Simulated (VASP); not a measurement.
# Sn (Immm) in VASP: further runs

The runs below take Sn through single point, with PBE.

Program: VASP 6.6.1. These are calculated values, not measurements. Logs are shortened: lines on timing, memory, paths and dates and some standing lists are left out, and cuts for length are marked.

## Step 1: The cell of the first run

Symmetry: Immm, No. 71, orthorhombic system. Conventional cell: a = 3.453 Å, b = 3.551 Å, c = 4.677 Å, α = 90.00°, β = 90.00°, γ = 90.00°. Within 4.5 Å of Sn (site symmetry mmm) lie 12 Sn at 3.41 to 3.55 Å.

## Step 2: Single point, PBE

INCAR

```
  ALGO = Normal
  EDIFF = 1E-6
  ENCUT = 520
  GGA = PE
  ISIF = 2
  ISMEAR = -1
  LASPH = T
  LCHARG = F
  LREAL = F
  LWAVE = F
  NBANDS = 13
  NELM = 100
  PREC = Accurate
  SIGMA = 0.5
```

KPOINTS

```
k-points
0
Gamma
  9 9 9
```

POSCAR

```
Sn
1.0
   -1.7265390000      1.7755470000      2.3383420000
    1.7265390000     -1.7755470000      2.3383420000
    1.7265390000      1.7755470000     -2.3383420000
Sn
1
Direct
    0.0000000000      0.0000000000      0.0000000000
```

Potentials or basis: VASP PAW PBE potentials, release 64 (Sn_d).

Command:

```sh
> cat potpaw_PBE.64/Sn_d/POTCAR > POTCAR
> mpirun -np 1 vasp_std > vasp.out
```

OUTCAR:

```text
EDIFF = 1E-6
   ENCUT = 520
   GGA = PE
   ISIF = 2
   ISMEAR = -1
   LASPH = T
   LREAL = F
   NELM = 100
   PREC = Accurate

 ion  position               nearest neighbor table
   1  0.000  0.000  0.000-

  LATTYP: Found a body centered orthorhombic cell.
 ALAT       =     3.4530780000
 B/A-ratio  =     1.0283851103
 C/A-ratio  =     1.3543522620

  Lattice vectors:

 A1 = (  -1.7265390000,   1.7755470000,   2.3383420000)
 A2 = (   1.7265390000,  -1.7755470000,   2.3383420000)
 A3 = (   1.7265390000,   1.7755470000,  -2.3383420000)

Analysis of symmetry for initial positions (statically):
=====================================================================
 Subroutine PRICEL returns:
 Original cell was already a primitive cell.

 Routine SETGRP: Setting up the symmetry group for a
 body centered orthorhombic supercell.

 Subroutine GETGRP returns: Found  8 space group operations
 (whereof  8 operations were pure point group operations)
 out of a pool of  8 trial point group operations.

The static configuration has the point symmetry D_2h.

Analysis of symmetry for dynamics (positions and initial velocities):
=====================================================================
 Subroutine PRICEL returns:
 Original cell was already a primitive cell.

 Routine SETGRP: Setting up the symmetry group for a
 body centered orthorhombic supercell.

 Subroutine GETGRP returns: Found  8 space group operations
 (whereof  8 operations were pure point group operations)
 out of a pool of  8 trial point group operations.

The dynamic configuration has the point symmetry D_2h.

 Subroutine INISYM returns: Found  8 space group operations
 (whereof  8 operations are pure point group operations),
 and found     1 'primitive' translations

----------------------------------------------------------------------------------------

                                     Primitive cell

  volume of cell :      28.6732

  direct lattice vectors                    reciprocal lattice vectors
    -1.726539000  1.775547000  2.338342000     0.000000000  0.281603359  0.213826720
     1.726539000 -1.775547000  2.338342000     0.289596702  0.000000000  0.213826720
     1.726539000  1.775547000 -2.338342000     0.289596702  0.281603359  0.000000000

  length of vectors
     3.406075069  3.406075069  3.406075069     0.353584952  0.359983494  0.403938983

  position of ions in fractional coordinates (direct lattice)
     0.000000000  0.000000000  0.000000000

  ion indices of the primitive-cell ions
   primitive index   ion index
                 1           1

----------------------------------------------------------------------------------------

 KPOINTS: k-points

Automatic generation of k-mesh.
 Grid dimensions read from file:
 generate k-points for:    9    9    9

 Generating k-lattice:

  Cartesian coordinates                     Fractional coordinates (reciprocal lattice)
     0.000000000  0.031289262  0.023758524     0.111111111  0.000000000 -0.000000000
     0.032177411  0.000000000  0.023758524     0.000000000  0.111111111 -0.000000000
     0.032177411  0.031289262  0.000000000     0.000000000  0.000000000  0.111111111

  Length of vectors
     0.039287217  0.039998166  0.044882109

  Shift w.r.t. Gamma in fractional coordinates (k-lattice)
     0.000000000  0.000000000  0.000000000

 Subroutine IBZKPT returns following result:
 ===========================================

 Found    125 irreducible k-points:

 Following reciprocal coordinates:
            Coordinates               Weight
  0.000000  0.000000  0.000000      1.000000
  0.111111  0.000000 -0.000000      4.000000
  0.222222  0.000000  0.000000      4.000000
  0.333333 -0.000000  0.000000      4.000000
  0.444444  0.000000  0.000000      4.000000
 -0.000000  0.111111  0.000000      4.000000
[... 16 lines left out ...]
 -0.111111  0.222222  0.000000      8.000000
 -0.000000  0.333333  0.000000      4.000000
 [... further k-points ...]
   k-points           NKPTS =    125   k-points in BZ     NKDIM =    125   number of bands    NBANDS=     13
   number of dos      NEDOS =    301   number of ions     NIONS =      1
   total plane-waves  NPLWV =  21952
   dimension x,y,z NGX =    28 NGY =   28 NGZ =   28
   dimension x,y,z NGXF=    56 NGYF=   56 NGZF=   56
   ions per type =               1
   NGX,Y,Z   is equivalent  to a cutoff of  13.67, 13.67, 13.67 a.u.
   NGXF,Y,Z  is equivalent  to a cutoff of  27.33, 27.33, 27.33 a.u.
 SYSTEM =  unknown system
   PREC   = accura    normal or accurate (medium, high low for compatibility)
   ISTART =      0    job   : 0-new  1-cont  2-samecut
   ICHARG =      2    charge: 1-file 2-atom 10-const
   ISPIN  =      1    spin polarized calculation?
   LNONCOLLINEAR =      F non collinear calculations
   LSORBIT =      F    spin-orbit coupling
   LASPH  =      T    aspherical Exc in radial PAW
   ENCUT  =  520.0 eV  38.22 Ry    6.18 a.u.   6.33  6.33  6.33*2*pi/ulx,y,z
   NELM   =    100;   NELMIN=  2; NELMDL= -5     # of ELM steps
   EDIFF  = 0.1E-05   stopping-criterion for ELM
   LREAL  =      F    real-space projection
   EDIFFG = 0.1E-04   stopping-criterion for IOM
   NSW    =      0    number of steps for IOM
   IBRION =     -1    ionic relax: 0-MD 1-quasi-New 2-CG
   NFREE  =      0    steps in history (QN), initial steepest desc. (CG)
   ISIF   =      2    stress and relaxation
   ISYM   =      2    0-nonsym 1-usesym 2-fastsym
   POTIM  = 0.5000    time-step for ionic-motion
   TEBEG  =    0.0;   TEEND  =   0.0 temperature during run
   PSTRESS=    0.0 pullay stress
   NELECT =      14.0000    total number of electrons
   NUPDOWN=      -1.0000    fix difference up-down
   EMIN   =  10.00;   EMAX   =-10.00  energy-range for DOS
   EFERMI =   0.00;   METHOD = LEGACY
   ISMEAR =    -1;   SIGMA  =   0.50  broadening in eV -4-tet -1-fermi 0-gaus
   EFERMI_NEDOS =   21; number of points for ismear=-14 and -15
   IALGO  =     38    algorithm
   IMIX   =      4    mixing-type and parameters
     AMIX     =   0.40;   BMIX     =  1.00
     AMIX_MAG =   1.60;   BMIX_MAG =  1.00
  volume/ion in A,a.u.               =      28.67       193.50
  Fermi-wavevector in a.u.,A,eV,Ry     =   1.289116  2.436076 22.610433  1.661820
  Thomas-Fermi vector in A             =   2.421028
   LORBIT       =      0    0 simple, 1 ext, 2 COOP (PROOUT), +10 PAW based schemes
   GGA     = PE    functional components
   LHFCALC =     F    Hartree Fock is set to
   AEXX    =    0.0000 exact exchange contribution
   IVDW    =     0    specifies the selected vdW correction
   LEPSILON=     F    determine dielectric tensor
   LRPA    =     F    only Hartree local field effects (RPA)
 non-spin polarized calculation
  energy-cutoff  :      520.00
  volume of cell :       28.67
 maximum number of plane-waves:       793
 NGX is ok and might be reduce to    28
   NGX = 13   NGY = 13   NGZ = 13

 number of electron      13.9999998 magnetization

 Free energy of the ion-electron system (eV)
  ---------------------------------------------------
  ext. energy  EPLUGINS =         0.00000000
  ---------------------------------------------------
  free energy    TOTEN  =        -4.01729195 eV

  energy without entropy =       -3.54478609  energy(sigma->0) =       -3.78103902

 E-fermi :   7.4909     XC(G=0): -10.1149

 val. band max:        7.4786683402   @ k =  -0.1111   0.3333   0.0000
 cond. band min:       7.5933154881   @ k =   0.4444  -0.4444   0.4444
 fundamental gap:      0.1146471479
 Fermi energy:         7.4909278629

 k-point     1 :       0.0000    0.0000    0.0000
  band No.  band energies     occupation
      1     -14.0497      2.00000
      2     -14.0362      2.00000
      3     -14.0158      2.00000
      4     -13.9863      2.00000
      5     -13.9519      2.00000
      6      -3.2505      2.00000
      7      14.5417      0.00000
      8      14.6859      0.00000
      9      15.0901      0.00000
     10      18.1250      0.00000
     11      18.6341      0.00000
     12      19.1448      0.00000
     13      19.3023      0.00000

 k-point     2 :       0.1111    0.0000   -0.0000
  band No.  band energies     occupation
      1     -14.0443      2.00000
      2     -14.0287      2.00000
      3     -14.0141      2.00000
      4     -13.9832      2.00000
      5     -13.9527      2.00000
      6      -3.0123      2.00000
      7      12.3953      0.00011
      8      14.4265      0.00000
      9      14.6542      0.00000
     10      17.3991      0.00000
     11      19.3819      0.00000
     12      19.8341      0.00000
     13      20.9158      0.00000

 k-point     3 :       0.2222    0.0000    0.0000
  band No.  band energies     occupation
      1     -14.0354      2.00000
      2     -14.0235      2.00000
      3     -14.0114      2.00000
      4     -13.9614      2.00000
      5     -13.9490      2.00000
      6      -2.2990      2.00000
      7       9.0659      0.08218
      8      13.8535      0.00001
      9      14.0309      0.00000
     10      17.0535      0.00000
     11      19.2409      0.00000
     12      19.3088      0.00000
     13      20.7577      0.00000
[... 305 lines left out ...]
 k-point    23 :      -0.1111    0.2222    0.0000
  band No.  band energies     occupation
      1     -14.0517      2.00000
      2     -14.0135      2.00000
      3     -13.9876      2.00000
      4     -13.9845      2.00000
      5     -13.9447      2.00000
      6      -2.3688      2.00000
      7      10.6909      0.00332
      8      12.7118      0.00006
      9      13.3041      0.00002
     10      16.3740      0.00000
     11      17.4943      0.00000
     12      20.0834      0.00000
     13      21.1387      0.00000

 k-point    24 :      -0.0000    0.3333    0.0000
  band No.  band energies     occupation
      1     -14.0398      2.00000
      2     -14.0293      2.00000
      3     -14.0000      2.00000
      4     -13.9289      2.00000
      5     -13.9271      2.00000
      6      -1.0357      2.00000
      7       6.2656      1.84122
      8      12.7224      0.00006
      9      13.4778      0.00001
     10      16.6919      0.00000
     11      17.7899      0.00000
     12      18.1776      0.00000
     13      19.8041      0.00000

 [... further k-points ...]
[... 5 lines left out ...]
  --------------------------------------------------------------------------------------
  -------------------------------------------------------------------------------------
  Total        0.0149473     -0.0564139     -0.0252215     -0.0000000      0.0000000      0.0000000
  in kB        0.8352098     -3.1522457     -1.4093033     -0.0000000      0.0000000      0.0000000
  external PRESSURE =      -1.2421131 kB  Pullay stress =       0.0000000 kB

 VOLUME and BASIS-vectors are now :
 -----------------------------------------------------------------------------
  energy-cutoff  :      520.00
  volume of cell :       28.67
      direct lattice vectors                 reciprocal lattice vectors
    -1.726539000  1.775547000  2.338342000     0.000000000  0.281603359  0.213826720
     1.726539000 -1.775547000  2.338342000     0.289596702  0.000000000  0.213826720
     1.726539000  1.775547000 -2.338342000     0.289596702  0.281603359  0.000000000

 POSITION                                       TOTAL-FORCE (eV/Angst)
 -----------------------------------------------------------------------------------
      0.00000      0.00000      0.00000        -0.000000      0.000000      0.000000
 -----------------------------------------------------------------------------------
    total drift:                                0.000000     -0.000000     -0.000000

  FREE ENERGIE OF THE ION-ELECTRON SYSTEM (eV)
  ---------------------------------------------------
  free  energy   TOTEN  =        -4.0172919546 eV

  energy  without entropy=       -3.5447860881  energy(sigma->0) =       -3.78103902
```

It took 39 s on 1 thread of AMD EPYC 7R13 (Zen 3), shared host; peak memory 0.15 GiB.

Results:

| Item | Value |
| --- | --- |
| Free energy | -4.0173 eV |
| Pressure | -0.1 GPa |
| Band gap on the k mesh | zero (band 7 reaches 14.54 eV, above the bottom of band 8 at 5.60 eV) |

Stress tensor (GPa, compression positive):
```
 0.08  0.00  0.00
 0.00 -0.32  0.00
 0.00  0.00 -0.14
```

Levels at points of the mesh, in eV from the Fermi level:
```
           k point  band 3  band 4  band 5  band 6  band 7  band 8  band 9  band 10  band 11  band 12
(0.00, 0.00, 0.00)  -21.51  -21.48  -21.44  -10.74    7.05    7.19    7.60    10.63    11.14    11.65
```

Caveat: spin-orbit coupling is left out, which moves the levels of the heavy elements.

## Step 3: Single point, PBE

INCAR

```
SYSTEM = Sn
ALGO = Normal ; EDIFF = 1E-7
ENCUT = 520 ; GGA = PE
ISIF = 2 ; ISMEAR = -1
LASPH = .True. ; LCHARG = .False.
LREAL = .False. ; LWAVE = .False.
NBANDS = 13 ; NELM = 100
PREC = Accurate ; SIGMA = 0.2
```

KPOINTS

```
k-points
0
Gamma
  9 9 9
  0 0 0
```

POSCAR is that of step 2.

Potentials or basis: VASP PAW PBE potentials, release 64 (Sn_d).

Command:

```sh
> cat potpaw_PBE.64/Sn_d/POTCAR > POTCAR
> mpirun -np 1 vasp_std > vasp.out
```

OUTCAR:

```text
SYSTEM = Sn
   EDIFF = 1E-7
   ENCUT = 520
   GGA = PE
   ISIF = 2
   ISMEAR = -1
   LASPH = .True.
   LREAL = .False.
   NELM = 100
   PREC = Accurate

 ion  position               nearest neighbor table
   1  0.000  0.000  0.000-

  LATTYP: Found a body centered orthorhombic cell.
 ALAT       =     3.4530780000
 B/A-ratio  =     1.0283851103
 C/A-ratio  =     1.3543522620

  Lattice vectors:

 A1 = (  -1.7265390000,   1.7755470000,   2.3383420000)
 A2 = (   1.7265390000,  -1.7755470000,   2.3383420000)
 A3 = (   1.7265390000,   1.7755470000,  -2.3383420000)

Analysis of symmetry for initial positions (statically):
=====================================================================
 Subroutine PRICEL returns:
 Original cell was already a primitive cell.

 Routine SETGRP: Setting up the symmetry group for a
 body centered orthorhombic supercell.

 Subroutine GETGRP returns: Found  8 space group operations
 (whereof  8 operations were pure point group operations)
 out of a pool of  8 trial point group operations.

The static configuration has the point symmetry D_2h.

Analysis of symmetry for dynamics (positions and initial velocities):
=====================================================================
 Subroutine PRICEL returns:
 Original cell was already a primitive cell.

 Routine SETGRP: Setting up the symmetry group for a
 body centered orthorhombic supercell.

 Subroutine GETGRP returns: Found  8 space group operations
 (whereof  8 operations were pure point group operations)
 out of a pool of  8 trial point group operations.

The dynamic configuration has the point symmetry D_2h.

 Subroutine INISYM returns: Found  8 space group operations
 (whereof  8 operations are pure point group operations),
 and found     1 'primitive' translations

----------------------------------------------------------------------------------------

                                     Primitive cell
[... 110 lines left out ...]
  volume/ion in A,a.u.               =      28.67       193.50
  Fermi-wavevector in a.u.,A,eV,Ry     =   1.289116  2.436076 22.610433  1.661820
  Thomas-Fermi vector in A             =   2.421028
   LORBIT       =      0    0 simple, 1 ext, 2 COOP (PROOUT), +10 PAW based schemes
   GGA     = PE    functional components
   LHFCALC =     F    Hartree Fock is set to
   AEXX    =    0.0000 exact exchange contribution
   IVDW    =     0    specifies the selected vdW correction
   LEPSILON=     F    determine dielectric tensor
   LRPA    =     F    only Hartree local field effects (RPA)
 non-spin polarized calculation
  energy-cutoff  :      520.00
  volume of cell :       28.67
 maximum number of plane-waves:       793
 NGX is ok and might be reduce to    28
   NGX = 13   NGY = 13   NGZ = 13

 number of electron      13.9999998 magnetization

 Free energy of the ion-electron system (eV)
  ---------------------------------------------------
  ext. energy  EPLUGINS =         0.00000000
  ---------------------------------------------------
  free energy    TOTEN  =        -3.82383172 eV

  energy without entropy =       -3.75333943  energy(sigma->0) =       -3.78858557

 E-fermi :   7.5141     XC(G=0): -10.1147

 val. band max:        7.4793650442   @ k =  -0.1111   0.3333   0.0000
 cond. band min:       7.5930543257   @ k =   0.4444  -0.4444   0.4444
 fundamental gap:      0.1136892816
 Fermi energy:         7.5141063228

 k-point     1 :       0.0000    0.0000    0.0000
  band No.  band energies     occupation
      1     -14.0502      2.00000
      2     -14.0350      2.00000
      3     -14.0169      2.00000
      4     -13.9880      2.00000
      5     -13.9515      2.00000
      6      -3.2503      2.00000
      7      14.5411      0.00000
      8      14.6872      0.00000
      9      15.0912      0.00000
     10      18.1237      0.00000
     11      18.6351      0.00000
     12      19.1442      0.00000
     13      19.3033      0.00000
[... 354 lines left out ...]
  band No.  band energies     occupation
      1     -14.0409      2.00000
      2     -14.0288      2.00000
      3     -14.0011      2.00000
      4     -13.9300      2.00000
      5     -13.9262      2.00000
      6      -1.0354      2.00000
      7       6.2662      1.99611
      8      12.7222      0.00000
      9      13.4792      0.00000
     10      16.6911      0.00000
     11      17.7908      0.00000
     12      18.1765      0.00000
     13      19.8039      0.00000

 [... further k-points ...]
[... 5 lines left out ...]
  --------------------------------------------------------------------------------------
  -------------------------------------------------------------------------------------
  Total       -0.1589071     -0.2563648     -0.0972112      0.0000000      0.0000000      0.0000000
  in kB       -8.8792712    -14.3249240     -5.4318802      0.0000000      0.0000000      0.0000000
  external PRESSURE =      -9.5453585 kB  Pullay stress =       0.0000000 kB

 VOLUME and BASIS-vectors are now :
 -----------------------------------------------------------------------------
  energy-cutoff  :      520.00
  volume of cell :       28.67
      direct lattice vectors                 reciprocal lattice vectors
    -1.726539000  1.775547000  2.338342000     0.000000000  0.281603359  0.213826720
     1.726539000 -1.775547000  2.338342000     0.289596702  0.000000000  0.213826720
     1.726539000  1.775547000 -2.338342000     0.289596702  0.281603359  0.000000000

 POSITION                                       TOTAL-FORCE (eV/Angst)
 -----------------------------------------------------------------------------------
      0.00000      0.00000      0.00000         0.000000      0.000000      0.000000
 -----------------------------------------------------------------------------------
    total drift:                                0.000000      0.000000      0.000000

  FREE ENERGIE OF THE ION-ELECTRON SYSTEM (eV)
  ---------------------------------------------------
  free  energy   TOTEN  =        -3.8238317157 eV

  energy  without entropy=       -3.7533394279  energy(sigma->0) =       -3.78858557
```

stdout:

```text
POSCAR found type information on POSCAR Sn
 POSCAR found :  1 types and       1 ions
 scaLAPACK will be used
 LDA part: xc-table for (Slater+PW92), standard interpolation
 POSCAR, INCAR and KPOINTS ok, starting setup
 FFT: planning ... GRIDC
 FFT: planning ... GRID_SOFT
 FFT: planning ... GRID
 WAVECAR not read
 entering main loop
```

It took 64 s on 1 thread of AMD EPYC 7R13 (Zen 3), shared host; peak memory 0.15 GiB.

What came out:

| Property | Result |
| --- | --- |
| Free energy | -3.8238 eV |
| Pressure | -1.0 GPa |
| Band gap on the k mesh | zero (band 7 reaches 14.54 eV, above the bottom of band 8 at 5.60 eV) |

Caveat: spin-orbit coupling is left out, which moves the levels of the heavy elements.
